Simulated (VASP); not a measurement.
# BeZn2Se3 (P3m1) in VASP: a series of runs

The runs below take BeZn2Se3 through relaxation of cell and atoms, single point, with PBE.

Everything below comes from runs of VASP 6.6.1. Logs are shortened: lines on timing, memory, paths and dates and some standing lists are left out, and cuts for length are marked.

## Step 1: The cell of the first run

Symmetry: P3m1, No. 156, trigonal system. Conventional cell: a = 3.853 Å, b = 3.853 Å, c = 9.438 Å, α = 90.00°, β = 90.00°, γ = 120.00°. Within 3.1 Å of Be (site symmetry 3m) lie 4 Se at 2.36 Å. Zn (site symmetry 3m) has 4 Se at 2.36 Å within 3.1 Å. Zn (site symmetry 3m) has 4 Se at 2.36 Å within 3.1 Å. Within 3.1 Å of Se (site symmetry 3m) lie 4 Zn at 2.36 Å. Se (site symmetry 3m) has 3 Zn at 2.36 Å and 1 Be at 2.36 Å within 3.1 Å. Within 3.1 Å of Se (site symmetry 3m) lie 3 Be at 2.36 Å and 1 Zn at 2.36 Å.

## Step 2: Relaxation of cell and atoms, PBE

INCAR

```
SYSTEM = BeZn2Se3
PREC = Accurate ; ENCUT = 600
EDIFF = 1E-6 ; ISMEAR = 0
SIGMA = 0.1 ; LREAL = .FALSE.
LASPH = .TRUE. ; NELM = 100
ALGO = Normal ; ISIF = 3
LWAVE = .FALSE. ; LCHARG = .FALSE.
GGA = PE ; IBRION = 2
NSW = 90 ; EDIFFG = -0.04
```

KPOINTS

```
regular mesh
0
G
  6 6 2
  0 0 0
```

POSCAR

```
BeZn2Se3
1.0
    3.8529041000      0.0000000000      0.0000000000
   -1.9264520500      3.3367128300      0.0000000000
    0.0000000000      0.0000000000      9.4376490800
Be Zn Se
1 2 3
Direct
    0.6666666700      0.3333333300      0.3333333300
    0.0000000000      0.0000000000      0.0000000000
    0.3333333300      0.6666666700      0.6666666700
    0.3333333300      0.6666666700      0.9166666700
    0.6666666700      0.3333333300      0.5833333300
    0.0000000000      0.0000000000      0.2500000000
```

Potentials or basis: VASP PAW PBE potentials, release 64 (Be, Zn, Se).

Run with:

```sh
cat potpaw_PBE.64/Be/POTCAR potpaw_PBE.64/Zn/POTCAR potpaw_PBE.64/Se/POTCAR > POTCAR
mpirun -np 1 vasp_std > vasp.out
```

OUTCAR:

```text
SYSTEM = BeZn2Se3
   PREC = Accurate
   ENCUT = 600
   EDIFF = 1E-6
   ISMEAR = 0
   LREAL = .FALSE.
   LASPH = .TRUE.
   NELM = 100
   ISIF = 3
   GGA = PE
   IBRION = 2
   NSW = 90
   EDIFFG = -0.04

 ion  position               nearest neighbor table
   1  0.667  0.333  0.333-   6 2.36   6 2.36   6 2.36   5 2.36
   2  0.000  0.000  0.000-   4 2.36   4 2.36   4 2.36   6 2.36
   3  0.333  0.667  0.667-   5 2.36   5 2.36   4 2.36   5 2.36
   4  0.333  0.667  0.917-   2 2.36   2 2.36   2 2.36   3 2.36
   5  0.667  0.333  0.583-   3 2.36   3 2.36   1 2.36   3 2.36
   6  0.000  0.000  0.250-   1 2.36   1 2.36   1 2.36   2 2.36

  LATTYP: Found a hexagonal cell.
 ALAT       =     3.8529041000
 C/A-ratio  =     2.4494897446

  Lattice vectors:

 A1 = (   3.8529041000,   0.0000000000,   0.0000000000)
 A2 = (  -1.9264520500,   3.3367128300,   0.0000000000)
 A3 = (   0.0000000000,   0.0000000000,   9.4376490800)

Analysis of symmetry for initial positions (statically):
=====================================================================
 Subroutine PRICEL returns:
 Original cell was already a primitive cell.

 Routine SETGRP: Setting up the symmetry group for a
 hexagonal supercell.

 Subroutine GETGRP returns: Found  6 space group operations
 (whereof  6 operations were pure point group operations)
 out of a pool of 24 trial point group operations.

The static configuration has the point symmetry C_3v.

Analysis of symmetry for dynamics (positions and initial velocities):
=====================================================================
 Subroutine PRICEL returns:
 Original cell was already a primitive cell.

 Routine SETGRP: Setting up the symmetry group for a
 hexagonal supercell.

 Subroutine GETGRP returns: Found  6 space group operations
 (whereof  6 operations were pure point group operations)
 out of a pool of 24 trial point group operations.

The dynamic configuration has the point symmetry C_3v.

 Subroutine INISYM returns: Found  6 space group operations
 (whereof  6 operations are pure point group operations),
 and found     1 'primitive' translations

----------------------------------------------------------------------------------------

                                     Primitive cell

  volume of cell :     121.3307

  direct lattice vectors                    reciprocal lattice vectors
     3.852904100  0.000000000  0.000000000     0.259544482  0.149848077  0.000000000
    -1.926452050  3.336712830  0.000000000     0.000000000  0.299696153  0.000000000
     0.000000000  0.000000000  9.437649080     0.000000000  0.000000000  0.105958591

  length of vectors
     3.852904100  3.852904101  9.437649080     0.299696153  0.299696153  0.105958591

  position of ions in fractional coordinates (direct lattice)
     0.666666670  0.333333330  0.333333330
     0.000000000  0.000000000  0.000000000
     0.333333330  0.666666670  0.666666670
     0.333333330  0.666666670  0.916666670
     0.666666670  0.333333330  0.583333330
     0.000000000  0.000000000  0.250000000

  ion indices of the primitive-cell ions
   primitive index   ion index
                 1           1
                 2           2
                 3           3
                 4           4
                 5           5
                 6           6

----------------------------------------------------------------------------------------

 KPOINTS: regular mesh

Automatic generation of k-mesh.
 Grid dimensions read from file:
 generate k-points for:    6    6    2

 Generating k-lattice:

  Cartesian coordinates                     Fractional coordinates (reciprocal lattice)
     0.043257414  0.024974679  0.000000000     0.166666667  0.000000000  0.000000000
     0.000000000  0.049949359  0.000000000     0.000000000  0.166666667  0.000000000
     0.000000000  0.000000000  0.052979296     0.000000000  0.000000000  0.500000000

  Length of vectors
     0.049949359  0.049949359  0.052979296

  Shift w.r.t. Gamma in fractional coordinates (k-lattice)
     0.000000000  0.000000000  0.000000000

 Subroutine IBZKPT returns following result:
 ===========================================

 Found     14 irreducible k-points:

 Following reciprocal coordinates:
            Coordinates               Weight
  0.000000  0.000000  0.000000      1.000000
  0.166667  0.000000  0.000000      6.000000
  0.333333  0.000000  0.000000      6.000000
  0.500000 -0.000000  0.000000      3.000000
  0.166667  0.166667  0.000000      6.000000
  0.333333  0.166667  0.000000     12.000000
  0.333333  0.333333  0.000000      2.000000
  0.000000  0.000000  0.500000      1.000000
  0.166667  0.000000  0.500000      6.000000
  0.333333  0.000000  0.500000      6.000000
  0.500000 -0.000000  0.500000      3.000000
  0.166667  0.166667  0.500000      6.000000
  0.333333  0.166667  0.500000     12.000000
  0.333333  0.333333  0.500000      2.000000
   k-points           NKPTS =     14   k-points in BZ     NKDIM =     14   number of bands    NBANDS=     26
   number of dos      NEDOS =    301   number of ions     NIONS =      6
   total plane-waves  NPLWV =  81920
   dimension x,y,z NGX =    32 NGY =   32 NGZ =   80
   dimension x,y,z NGXF=    64 NGYF=   64 NGZF=  160
   ions per type =               1   2   3
   NGX,Y,Z   is equivalent  to a cutoff of  13.81, 13.81, 14.09 a.u.
   NGXF,Y,Z  is equivalent  to a cutoff of  27.61, 27.61, 28.18 a.u.
 SYSTEM =  BeZn2Se3
   PREC   = accura    normal or accurate (medium, high low for compatibility)
   ISTART =      0    job   : 0-new  1-cont  2-samecut
   ICHARG =      2    charge: 1-file 2-atom 10-const
   ISPIN  =      1    spin polarized calculation?
   LNONCOLLINEAR =      F non collinear calculations
   LSORBIT =      F    spin-orbit coupling
   LASPH  =      T    aspherical Exc in radial PAW
   ENCUT  =  600.0 eV  44.10 Ry    6.64 a.u.   7.70  7.70 18.85*2*pi/ulx,y,z
   NELM   =    100;   NELMIN=  2; NELMDL= -5     # of ELM steps
   EDIFF  = 0.1E-05   stopping-criterion for ELM
   LREAL  =      F    real-space projection
   EDIFFG = -.4E-01   stopping-criterion for IOM
   NSW    =     90    number of steps for IOM
   IBRION =      2    ionic relax: 0-MD 1-quasi-New 2-CG
   NFREE  =      1    steps in history (QN), initial steepest desc. (CG)
   ISIF   =      3    stress and relaxation
   ISYM   =      2    0-nonsym 1-usesym 2-fastsym
   POTIM  = 0.5000    time-step for ionic-motion
   TEBEG  =    0.0;   TEEND  =   0.0 temperature during run
   PSTRESS=    0.0 pullay stress
   NELECT =      44.0000    total number of electrons
   NUPDOWN=      -1.0000    fix difference up-down
   EMIN   =  10.00;   EMAX   =-10.00  energy-range for DOS
   EFERMI =   0.00;   METHOD = LEGACY
   ISMEAR =     0;   SIGMA  =   0.10  broadening in eV -4-tet -1-fermi 0-gaus
   EFERMI_NEDOS =   21; number of points for ismear=-14 and -15
   IALGO  =     38    algorithm
   IMIX   =      4    mixing-type and parameters
     AMIX     =   0.40;   BMIX     =  1.00
     AMIX_MAG =   1.60;   BMIX_MAG =  1.00
  volume/ion in A,a.u.               =      20.22       136.46
  Fermi-wavevector in a.u.,A,eV,Ry     =   1.167442  2.206146 18.543674  1.362922
  Thomas-Fermi vector in A             =   2.303942
   LORBIT       =      0    0 simple, 1 ext, 2 COOP (PROOUT), +10 PAW based schemes
   GGA     = PE    functional components
   LHFCALC =     F    Hartree Fock is set to
   AEXX    =    0.0000 exact exchange contribution
   IVDW    =     0    specifies the selected vdW correction
   LEPSILON=     F    determine dielectric tensor
   LRPA    =     F    only Hartree local field effects (RPA)
 conjugate gradient relaxation of ions
 non-spin polarized calculation
 Gauss-broadening in eV      SIGMA  =   0.10
  energy-cutoff  :      600.00
  volume of cell :      121.33
 maximum number of plane-waves:      4075
 NGX is ok and might be reduce to    32
   NGX = 15   NGY = 15   NGZ = 37

--------------------------------------- Ionic step        1  -------------------------------------------

 number of electron      44.0000011 magnetization

 Free energy of the ion-electron system (eV)
  ---------------------------------------------------
  ext. energy  EPLUGINS =         0.00000000
  ---------------------------------------------------
  free energy    TOTEN  =       -20.28821729 eV

  energy without entropy =      -20.28821729  energy(sigma->0) =      -20.28821729

------------------------ aborting loop because EDIFF is reached ----------------------------------------

  FORCE on cell =-STRESS in cart. coord.  units (eV):
  Direction    XX          YY          ZZ          XY          YZ          ZX
  --------------------------------------------------------------------------------------
  -------------------------------------------------------------------------------------
  Total        4.2298046      4.2298046      4.1098155     -0.0000000      0.0000000      0.0000000
  in kB       55.8547402     55.8547403     54.2702791     -0.0000000      0.0000000      0.0000000
  external PRESSURE =      55.3265865 kB  Pullay stress =       0.0000000 kB

 VOLUME and BASIS-vectors are now :
 -----------------------------------------------------------------------------
  energy-cutoff  :      600.00
  volume of cell :      121.33
      direct lattice vectors                 reciprocal lattice vectors
     3.852904100  0.000000000  0.000000000     0.259544482  0.149848077  0.000000000
    -1.926452050  3.336712830  0.000000000     0.000000000  0.299696153  0.000000000
     0.000000000  0.000000000  9.437649080     0.000000000  0.000000000  0.105958591
[... 241 lines left out ...]
 POSITION                                       TOTAL-FORCE (eV/Angst)
 -----------------------------------------------------------------------------------
      1.96692      1.13560      3.23244         0.000000      0.000000      0.002185
      1.96692      3.40681      0.08766         0.000000      0.000000      0.069778
     -0.00000      2.27120      6.37001         0.000000      0.000000      0.032531
     -0.00000      2.27120      8.84506         0.000000     -0.000000     -0.074755
      1.96692      1.13560      5.46228        -0.000000      0.000000      0.032961
      1.96692      3.40681      2.57534         0.000000     -0.000000     -0.062700
 -----------------------------------------------------------------------------------
    total drift:                                0.000006     -0.000004      0.001047

  FREE ENERGIE OF THE ION-ELECTRON SYSTEM (eV)
  ---------------------------------------------------
  free  energy   TOTEN  =       -20.6664698461 eV

  energy  without entropy=      -20.6664698461  energy(sigma->0) =      -20.66646985

--------------------------------------- Ionic step        8  -------------------------------------------

 number of electron      44.0000012 magnetization

 Free energy of the ion-electron system (eV)
  ---------------------------------------------------
  ext. energy  EPLUGINS =         0.00000000
  ---------------------------------------------------
  free energy    TOTEN  =       -20.66709880 eV

  energy without entropy =      -20.66709880  energy(sigma->0) =      -20.66709880

 E-fermi :   2.4427     XC(G=0):  -9.2312

 val. band max:        1.9832339884   @ k =   0.0000   0.0000   0.0000
 cond. band min:       3.7365630376   @ k =   0.0000   0.0000   0.0000
 fundamental gap:      1.7533290492
 Fermi energy:         2.4426877154

 k-point     1 :       0.0000    0.0000    0.0000
  band No.  band energies     occupation
      1     -11.3991      2.00000
      2     -10.8220      2.00000
      3     -10.6155      2.00000
      4      -4.5701      2.00000
      5      -4.5701      2.00000
      6      -4.5593      2.00000
[... 18 lines left out ...]
     25       5.1205      0.00000
     26       6.8396      0.00000
[... 397 lines left out ...]
 POSITION                                       TOTAL-FORCE (eV/Angst)
 -----------------------------------------------------------------------------------
      1.96485      1.13441      3.22516        -0.000000      0.000000      0.000478
     -0.00000      0.00000      0.09414         0.000000     -0.000000     -0.015505
     -0.00000      2.26881      6.35678         0.000000      0.000000      0.017677
     -0.00000      2.26881      8.82021        -0.000000     -0.000000     -0.004191
      1.96485      1.13441      5.45213        -0.000000      0.000000      0.001349
     -0.00000      0.00000      2.56603        -0.000000      0.000000      0.000192
 -----------------------------------------------------------------------------------
    total drift:                                0.000006     -0.000004     -0.000908

  FREE ENERGIE OF THE ION-ELECTRON SYSTEM (eV)
  ---------------------------------------------------
  free  energy   TOTEN  =       -20.6670987983 eV

  energy  without entropy=      -20.6670987983  energy(sigma->0) =      -20.66709880

 reached required accuracy - stopping structural energy minimisation
```

It took 12 min on 1 thread of Intel Xeon 8259CL, shared host; peak memory 0.31 GiB.

What came out:

```
Free energy                           : -20.6671 eV
Relaxed volume                        : 21.49 Å³/atom
Relaxed cell                          : a = 3.930 Å, b = 3.930 Å, c = 9.642 Å, α = 90.00°, β = 90.00°, γ = 120.00°
Space group after relaxing (to 0.1 Å) : P3m1 (No. 156)
Energy gained by relaxing             : 63.1 meV/atom
Ionic steps                           : 8
Pressure after relaxing               : 0.1 GPa
Largest force after relaxing          : 0.018 eV/Å
Band gap on the k mesh                : 1.75 eV
```

Forces on the atoms (eV/Å):
```
Be   0.000  0.000  0.000
Zn   0.000  0.000 -0.016
Zn   0.000  0.000  0.018
Se   0.000  0.000 -0.004
Se   0.000  0.000  0.001
Se   0.000  0.000  0.000
```

The path:
| step | energy change (eV) | largest force (eV/Å) | pressure (GPa) | volume (Å³) |
| --- | --- | --- | --- | --- |
| 1 | 0.0000 | 1.5758 | 5.53 | 121.33 |
| 2 | -0.2753 | 0.6094 | -1.83 | 134.01 |
| 3 | -0.2793 | 0.7075 | -1.15 | 132.49 |
| 4 | -0.3335 | 0.3903 | -0.58 | 130.90 |
| 5 | -0.3604 | 0.3966 | 0.30 | 128.85 |
| 6 | -0.3749 | 0.2149 | 0.01 | 129.22 |
| 7 | -0.3783 | 0.0748 | -0.16 | 129.50 |
| 8 | -0.3789 | 0.0177 | 0.13 | 128.94 |

Final structure:
```cif
data_structure
_symmetry_space_group_name_H-M 'P 1'
_symmetry_Int_Tables_number 1
_cell_length_a 3.9297
_cell_length_b 3.9297
_cell_length_c 9.6416
_cell_angle_alpha 90.000
_cell_angle_beta 90.000
_cell_angle_gamma 120.000
_cell_volume 128.94
loop_
_atom_site_label
_atom_site_type_symbol
_atom_site_fract_x
_atom_site_fract_y
_atom_site_fract_z
_atom_site_occupancy
Be1 Be 0.66667 0.33333 0.33450 1
Zn1 Zn 0.00000 0.00000 0.00976 1
Zn2 Zn 0.33333 0.66667 0.65931 1
Se1 Se 0.33333 0.66667 0.91480 1
Se2 Se 0.66667 0.33333 0.56548 1
Se3 Se 0.00000 0.00000 0.26614 1
```

Levels at points of the mesh, in eV from the valence-band top:
| k point | band 19 | band 20 | band 21 | band 22 | band 23 | band 24 | band 25 | band 26 |
| --- | --- | --- | --- | --- | --- | --- | --- | --- |
| (0.00, 0.00, 0.00) | -0.55 | -0.22 | 0.00 | 0.00 | 1.75 | 2.97 | 3.14 | 4.86 |
| (0.50, 0.00, 0.00) | -2.09 | -2.03 | -1.41 | -1.19 | 2.67 | 3.46 | 3.75 | 3.96 |
| (0.00, 0.00, 0.50) | -0.38 | -0.38 | -0.15 | -0.15 | 2.80 | 2.95 | 3.04 | 4.94 |
| (0.50, 0.00, 0.50) | -2.41 | -1.78 | -1.05 | -0.89 | 2.70 | 3.09 | 3.70 | 4.47 |

## Step 3: Single point, PBE

This run uses another cell than the first one, of 21.46 Å³/atom.

INCAR

```
ALGO     = Normal         # electronic algorithm
EDIFF    = 1E-6           # SCF threshold, eV
ENCUT    = 520            # plane-wave cutoff, eV
GGA      = PE             # functional
ISIF     = 2              # what is computed and relaxed
ISMEAR   = 0              # smearing method
LASPH    = T              # aspherical terms in the spheres
LCHARG   = F              # write CHGCAR
LREAL    = F              # projectors in reciprocal space
LWAVE    = F              # write WAVECAR
NBANDS   = 31             # bands
NELM     = 100            # most SCF steps
PREC     = Accurate       # precision mode
SIGMA    = 0.02           # smearing width, eV
```

KPOINTS

```
k-points
0
Gamma
  12 12 4
```

POSCAR

```
BeZn2Se3
1.0
    3.9245374247      0.0000000000      0.0000000000
   -1.9622687124      3.3987491079      0.0000000000
    0.0000000000      0.0000000000      9.6545324032
Be Zn Se
1 2 3
Direct
    0.6666666667      0.3333333333      0.3346753568
    0.0000000000      0.0000000000      0.0095153933
    0.3333333333      0.6666666667      0.6596689583
    0.3333333333      0.6666666667      0.9146969541
    0.6666666667      0.3333333333      0.5656183514
    0.0000000000      0.0000000000      0.2658249861
```

Potentials or basis: VASP PAW PBE potentials, release 64 (Be, Zn, Se).

Run with:

```sh
cat potpaw_PBE.64/Be/POTCAR potpaw_PBE.64/Zn/POTCAR potpaw_PBE.64/Se/POTCAR > POTCAR
mpirun -np 1 vasp_std > vasp.out
```

Run time: 11 min. Hardware: 1 thread of Intel Xeon 8259CL, shared host; peak memory 0.41 GiB.

The run converged. Its results:

* Free energy: -20.6769 eV
* Pressure: 0.2 GPa
* Largest force: 0.015 eV/Å
* Band gap on the k mesh: 1.76 eV

Forces in eV/Å, atoms in the order of the input:
```
Be   0.000  0.000 -0.006
Zn   0.000  0.000  0.008
Zn   0.000  0.000  0.008
Se   0.000  0.000 -0.007
Se   0.000  0.000 -0.015
Se   0.000  0.000  0.012
```

Levels at points of the mesh, in eV from the valence-band top:
| k point | band 18 | band 19 | band 20 | band 21 | band 22 | band 23 | band 24 | band 25 | band 26 | band 27 |
| --- | --- | --- | --- | --- | --- | --- | --- | --- | --- | --- |
| (0.00, 0.00, 0.00) | -0.54 | -0.54 | -0.23 | 0.00 | 0.00 | 1.76 | 2.99 | 3.15 | 4.87 | 4.87 |
| (0.50, 0.00, 0.00) | -2.48 | -2.10 | -2.04 | -1.42 | -1.19 | 2.66 | 3.46 | 3.75 | 3.96 | 5.60 |
| (0.00, 0.00, 0.50) | -1.31 | -0.38 | -0.38 | -0.15 | -0.15 | 2.81 | 2.97 | 3.05 | 4.95 | 4.95 |
| (0.50, 0.00, 0.50) | -2.80 | -2.40 | -1.78 | -1.07 | -0.89 | 2.70 | 3.10 | 3.70 | 4.45 | 4.99 |
